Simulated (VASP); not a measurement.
# ZrCu2GeS4 (I-42m) in VASP: single point with PBEsol

Aim: the single point of ZrCu2GeS4 with PBEsol.

All numbers are computed with VASP 6.6.1; they aren't measurements. Logs are shortened: lines on timing, memory, paths and dates and some standing lists are left out, and cuts for length are marked.

**1. The cell of the first run**

Symmetry: I-42m, No. 121, tetragonal system. Conventional cell: a = 5.635 Å, b = 5.635 Å, c = 10.462 Å, α = 90.00°, β = 90.00°, γ = 90.00°. Within 3.0 Å of S (site symmetry m) lie 2 Cu at 2.30 Å and 1 Zr at 2.42 Å and 1 Ge at 2.54 Å. Within 3.4 Å of Ge (site symmetry -42m) lie 4 S at 2.54 Å. Zr (site symmetry -42m) has 4 S at 2.42 Å within 3.2 Å. Within 3.0 Å of Cu (site symmetry -4) lie 4 S at 2.30 Å.

**2. Single point, PBEsol**

INCAR reads:

```
SYSTEM = ZrCu2GeS4
  PREC = Accurate
  ENCUT = 520
  EDIFF = 1E-6
  ISMEAR = -1
  SIGMA = 0.05
  LREAL = .FALSE.
  LASPH = .TRUE.
  NELM = 80
  ALGO = Normal
  ISIF = 2
  LWAVE = .FALSE.
  LCHARG = .FALSE.
  GGA = PS
  NBANDS = 46
```

KPOINTS reads:

```
Automatic mesh
0
G
  6 6 6
  0 0 0
```

POSCAR reads:

```
ZrCu2GeS4
1.0
    0.0000000000      5.6346500890      0.0000000000
    5.6346500890      0.0000000000      0.0000000000
    2.8173250445      2.8173250445     -5.2309869376
S Ge Zr Cu
4 1 1 2
Direct
    0.3814274721      0.3814274721      0.7176479794
    0.6185725279      0.0990754514      0.2823520206
    0.9009245486      0.9009245486      0.7176479794
    0.0990754514      0.6185725279      0.2823520206
    0.5000000000      0.5000000000      0.0000000000
    0.0000000000      0.0000000000      0.0000000000
    0.7500000000      0.2500000000      0.5000000000
    0.2500000000      0.7500000000      0.5000000000
```

Potentials or basis: VASP PAW PBE potentials, release 64 (S, Ge_d, Zr_sv, Cu).

The run is started by

```sh
$ cat potpaw_PBE.64/S/POTCAR potpaw_PBE.64/Ge_d/POTCAR potpaw_PBE.64/Zr_sv/POTCAR potpaw_PBE.64/Cu/POTCAR > POTCAR
$ mpirun -np 1 vasp_std > vasp.out
```

OUTCAR:

```text
SYSTEM = ZrCu2GeS4
   PREC = Accurate
   ENCUT = 520
   EDIFF = 1E-6
   ISMEAR = -1
   LREAL = .FALSE.
   LASPH = .TRUE.
   NELM = 80
   ISIF = 2
   GGA = PS

 ion  position               nearest neighbor table
   1  0.381  0.381  0.718-   7 2.30   8 2.30   6 2.42   5 2.54
   2  0.619  0.099  0.282-   8 2.30   7 2.30   6 2.42   5 2.54
   3  0.901  0.901  0.718-   7 2.30   8 2.30   6 2.42   5 2.54
   4  0.099  0.619  0.282-   7 2.30   8 2.30   6 2.42   5 2.54
   5  0.500  0.500  0.000-   1 2.54   2 2.54   4 2.54   3 2.54
   6  0.000  0.000  0.000-   3 2.42   2 2.42   4 2.42   1 2.42
   7  0.750  0.250  0.500-   4 2.30   1 2.30   3 2.30   2 2.30
   8  0.250  0.750  0.500-   2 2.30   1 2.30   3 2.30   4 2.30

  LATTYP: Found a body centered tetragonal cell.
 ALAT       =     5.6346500890
 C/A-ratio  =     1.8567211291

  Lattice vectors:

 A1 = (  -2.8173250445,   2.8173250445,   5.2309869376)
 A2 = (   2.8173250445,  -2.8173250445,   5.2309869376)
 A3 = (   2.8173250445,   2.8173250445,  -5.2309869376)

Analysis of symmetry for initial positions (statically):
=====================================================================
 Subroutine PRICEL returns:
 Original cell was already a primitive cell.

 Routine SETGRP: Setting up the symmetry group for a
 body centered tetragonal supercell.

 Subroutine GETGRP returns: Found  8 space group operations
 (whereof  8 operations were pure point group operations)
 out of a pool of 16 trial point group operations.

The static configuration has the point symmetry D_2d.

Analysis of symmetry for dynamics (positions and initial velocities):
=====================================================================
 Subroutine PRICEL returns:
 Original cell was already a primitive cell.

 Routine SETGRP: Setting up the symmetry group for a
 body centered tetragonal supercell.

 Subroutine GETGRP returns: Found  8 space group operations
 (whereof  8 operations were pure point group operations)
 out of a pool of 16 trial point group operations.

The dynamic configuration has the point symmetry D_2d.

 Subroutine INISYM returns: Found  8 space group operations
 (whereof  8 operations are pure point group operations),
 and found     1 'primitive' translations

----------------------------------------------------------------------------------------

                                     Primitive cell

  volume of cell :     166.0801

  direct lattice vectors                    reciprocal lattice vectors
     0.000000000  5.634650089  0.000000000     0.000000000  0.177473310  0.095584257
     5.634650089  0.000000000  0.000000000     0.177473310  0.000000000  0.095584257
     2.817325044  2.817325044 -5.230986938     0.000000000  0.000000000 -0.191168514

  length of vectors
     5.634650089  5.634650089  6.575550559     0.201576600  0.201576600  0.191168514

  position of ions in fractional coordinates (direct lattice)
     0.381427472  0.381427472  0.717647979
     0.618572528  0.099075451  0.282352021
     0.900924549  0.900924549  0.717647979
     0.099075451  0.618572528  0.282352021
     0.500000000  0.500000000  0.000000000
     0.000000000  0.000000000  0.000000000
     0.750000000  0.250000000  0.500000000
     0.250000000  0.750000000  0.500000000

  ion indices of the primitive-cell ions
   primitive index   ion index
                 1           1
                 2           2
                 3           3
                 4           4
                 5           5
                 6           6
                 7           7
                 8           8

----------------------------------------------------------------------------------------

 KPOINTS: Automatic mesh

Automatic generation of k-mesh.
 Grid dimensions read from file:
 generate k-points for:    6    6    6

 Generating k-lattice:

  Cartesian coordinates                     Fractional coordinates (reciprocal lattice)
     0.000000000  0.029578885  0.015930710     0.166666667  0.000000000  0.000000000
     0.029578885  0.000000000  0.015930710     0.000000000  0.166666667  0.000000000
     0.000000000  0.000000000 -0.031861419     0.000000000  0.000000000  0.166666667

  Length of vectors
     0.033596100  0.033596100  0.031861419

  Shift w.r.t. Gamma in fractional coordinates (k-lattice)
     0.000000000  0.000000000  0.000000000

 Subroutine IBZKPT returns following result:
 ===========================================

 Found     30 irreducible k-points:

 Following reciprocal coordinates:
            Coordinates               Weight
  0.000000  0.000000  0.000000      1.000000
  0.166667  0.000000  0.000000      8.000000
  0.333333  0.000000  0.000000      8.000000
  0.500000  0.000000 -0.000000      4.000000
  0.166667  0.166667  0.000000      8.000000
  0.333333  0.166667  0.000000     16.000000
[... 16 lines left out ...]
 -0.333333 -0.333333  0.166667      4.000000
 -0.166667 -0.333333  0.166667     16.000000
 [... further k-points ...]
   k-points           NKPTS =     30   k-points in BZ     NKDIM =     30   number of bands    NBANDS=     46
   number of dos      NEDOS =    301   number of ions     NIONS =      8
   total plane-waves  NPLWV =  88200
   dimension x,y,z NGX =    42 NGY =   42 NGZ =   50
   dimension x,y,z NGXF=    84 NGYF=   84 NGZF=  100
   ions per type =               4   1   1   2
   NGX,Y,Z   is equivalent  to a cutoff of  12.39, 12.39, 12.64 a.u.
   NGXF,Y,Z  is equivalent  to a cutoff of  24.78, 24.78, 25.28 a.u.
 SYSTEM =  ZrCu2GeS4
   PREC   = accura    normal or accurate (medium, high low for compatibility)
   ISTART =      0    job   : 0-new  1-cont  2-samecut
   ICHARG =      2    charge: 1-file 2-atom 10-const
   ISPIN  =      1    spin polarized calculation?
   LNONCOLLINEAR =      F non collinear calculations
   LSORBIT =      F    spin-orbit coupling
   LASPH  =      T    aspherical Exc in radial PAW
   ENCUT  =  520.0 eV  38.22 Ry    6.18 a.u.  10.48 10.48 12.23*2*pi/ulx,y,z
   NELM   =     80;   NELMIN=  2; NELMDL= -5     # of ELM steps
   EDIFF  = 0.1E-05   stopping-criterion for ELM
   LREAL  =      F    real-space projection
   EDIFFG = 0.1E-04   stopping-criterion for IOM
   NSW    =      0    number of steps for IOM
   IBRION =     -1    ionic relax: 0-MD 1-quasi-New 2-CG
   NFREE  =      0    steps in history (QN), initial steepest desc. (CG)
   ISIF   =      2    stress and relaxation
   ISYM   =      2    0-nonsym 1-usesym 2-fastsym
   POTIM  = 0.5000    time-step for ionic-motion
   TEBEG  =    0.0;   TEEND  =   0.0 temperature during run
   PSTRESS=    0.0 pullay stress
   NELECT =      72.0000    total number of electrons
   NUPDOWN=      -1.0000    fix difference up-down
   EMIN   =  10.00;   EMAX   =-10.00  energy-range for DOS
   EFERMI =   0.00;   METHOD = LEGACY
   ISMEAR =    -1;   SIGMA  =   0.05  broadening in eV -4-tet -1-fermi 0-gaus
   EFERMI_NEDOS =   21; number of points for ismear=-14 and -15
   IALGO  =     38    algorithm
   IMIX   =      4    mixing-type and parameters
     AMIX     =   0.40;   BMIX     =  1.00
     AMIX_MAG =   1.60;   BMIX_MAG =  1.00
  volume/ion in A,a.u.               =      20.76       140.10
  Fermi-wavevector in a.u.,A,eV,Ry     =   1.239024  2.341416 20.887408  1.535181
  Thomas-Fermi vector in A             =   2.373525
   LORBIT       =      0    0 simple, 1 ext, 2 COOP (PROOUT), +10 PAW based schemes
   GGA     = PS    functional components
   LHFCALC =     F    Hartree Fock is set to
   AEXX    =    0.0000 exact exchange contribution
   IVDW    =     0    specifies the selected vdW correction
   LEPSILON=     F    determine dielectric tensor
   LRPA    =     F    only Hartree local field effects (RPA)
 non-spin polarized calculation
  energy-cutoff  :      520.00
  volume of cell :      166.08
 maximum number of plane-waves:      4496
 NGX is ok and might be reduce to    42
   NGX = 21   NGY = 21   NGZ = 25

 number of electron      71.9999987 magnetization

 Free energy of the ion-electron system (eV)
  ---------------------------------------------------
  ext. energy  EPLUGINS =         0.00000000
  ---------------------------------------------------
  free energy    TOTEN  =       -44.91946003 eV

  energy without entropy =      -44.91862953  energy(sigma->0) =      -44.91904478

 E-fermi :   5.4821     XC(G=0):  -9.9288

 val. band max:        5.3179247381   @ k =   0.5000   0.0000  -0.0000
 cond. band min:       5.6953224158   @ k =   0.5000   0.5000   0.1667
 fundamental gap:      0.3773976777
 Fermi energy:         5.4821091908

 k-point     1 :       0.0000    0.0000    0.0000
  band No.  band energies     occupation
      1     -44.1931      2.00000
      2     -22.3713      2.00000
      3     -22.3713      2.00000
      4     -22.3121      2.00000
      5     -19.7363      2.00000
      6     -19.7363      2.00000
[... 38 lines left out ...]
     45       9.1131      0.00000
     46      10.1003      0.00000

 k-point     2 :       0.1667    0.0000    0.0000
  band No.  band energies     occupation
      1     -44.1931      2.00000
      2     -22.3715      2.00000
      3     -22.3713      2.00000
      4     -22.3122      2.00000
      5     -19.7363      2.00000
      6     -19.7363      2.00000
[... 38 lines left out ...]
     45       9.4399      0.00000
     46      10.3999      0.00000

 k-point     3 :       0.3333    0.0000    0.0000
  band No.  band energies     occupation
      1     -44.1931      2.00000
      2     -22.3721      2.00000
      3     -22.3713      2.00000
      4     -22.3123      2.00000
      5     -19.7363      2.00000
      6     -19.7363      2.00000
[... 1018 lines left out ...]
     45       9.3983      0.00000
     46      10.3409      0.00000

 k-point    24 :      -0.1667   -0.3333    0.1667
  band No.  band energies     occupation
      1     -44.1931      2.00000
      2     -22.3721      2.00000
      3     -22.3716      2.00000
      4     -22.3125      2.00000
      5     -19.7363      2.00000
      6     -19.7362      2.00000
[... 38 lines left out ...]
     45       9.3295      0.00000
     46      10.5758      0.00000

 [... further k-points ...]

------------------------ aborting loop because EDIFF is reached ----------------------------------------

  FORCE on cell =-STRESS in cart. coord.  units (eV):
  Direction    XX          YY          ZZ          XY          YZ          ZX
  --------------------------------------------------------------------------------------
  -------------------------------------------------------------------------------------
  Total        0.2699290      0.2699290      0.1890519      0.0000000     -0.0000000      0.0000000
  in kB        2.6040093      2.6040093      1.8237864      0.0000000     -0.0000000      0.0000000
  external PRESSURE =       2.3439350 kB  Pullay stress =       0.0000000 kB

 VOLUME and BASIS-vectors are now :
 -----------------------------------------------------------------------------
  energy-cutoff  :      520.00
  volume of cell :      166.08
      direct lattice vectors                 reciprocal lattice vectors
     0.000000000  5.634650089  0.000000000     0.000000000  0.177473310  0.095584257
     5.634650089  0.000000000  0.000000000     0.177473310  0.000000000  0.095584257
     2.817325044  2.817325044 -5.230986938     0.000000000  0.000000000 -0.191168514

 POSITION                                       TOTAL-FORCE (eV/Angst)
 -----------------------------------------------------------------------------------
      4.17106      4.17106     -3.75401         0.003178      0.003178     -0.014923
      1.35373      4.28092     -1.47698         0.003178     -0.003178      0.014923
      7.09824      7.09824     -3.75401        -0.003178     -0.003178     -0.014923
      4.28092      1.35373     -1.47698        -0.003178      0.003178      0.014923
      2.81733      2.81733      0.00000        -0.000000     -0.000000      0.000000
      0.00000      0.00000      0.00000         0.000000     -0.000000      0.000000
      2.81733      5.63465     -2.61549         0.000000     -0.000000      0.000000
      5.63465      2.81733     -2.61549        -0.000000     -0.000000      0.000000
 -----------------------------------------------------------------------------------
    total drift:                                0.000005      0.000005     -0.000006

  FREE ENERGIE OF THE ION-ELECTRON SYSTEM (eV)
  ---------------------------------------------------
  free  energy   TOTEN  =       -44.9194600314 eV

  energy  without entropy=      -44.9186295344  energy(sigma->0) =      -44.91904478
```

Wall time 4.3 min (1 thread of Intel Xeon Platinum 8375C at 2.90GHz (Ice Lake), shared host); peak memory 0.42 GiB.

Results:

```
Free energy            : -44.9195 eV
Pressure               : 0.2 GPa
Largest force          : 0.016 eV/Å
Band gap on the k mesh : 0.38 eV, indirect (least direct gap 0.82 eV)
```

Forces on the atoms (eV/Å):
```
S    0.003  0.003 -0.015
S    0.003 -0.003  0.015
S   -0.003 -0.003 -0.015
S   -0.003  0.003  0.015
Ge   0.000  0.000  0.000
Zr   0.000  0.000  0.000
Cu   0.000  0.000  0.000
Cu   0.000  0.000  0.000
```

Levels at points of the mesh, in eV from the valence-band top:
```
           k point  band 33  band 34  band 35  band 36  band 37  band 38  band 39  band 40
(0.00, 0.00, 0.00)    -1.52    -1.36    -1.17    -1.17     0.84     0.86     1.89     1.94
(0.50, 0.00, 0.00)    -1.70    -1.59    -1.40     0.00     0.82     1.07     1.38     1.90
(0.50, 0.50, 0.00)    -1.46    -1.11    -1.01    -0.68     0.38     1.41     1.91     2.22
(0.00, 0.00, 0.50)    -1.46    -1.29    -1.04    -1.04     0.61     1.00     1.00     1.88
```

Caveat: the PAW data sets were made with another functional, which shifts forces and pressure a little.
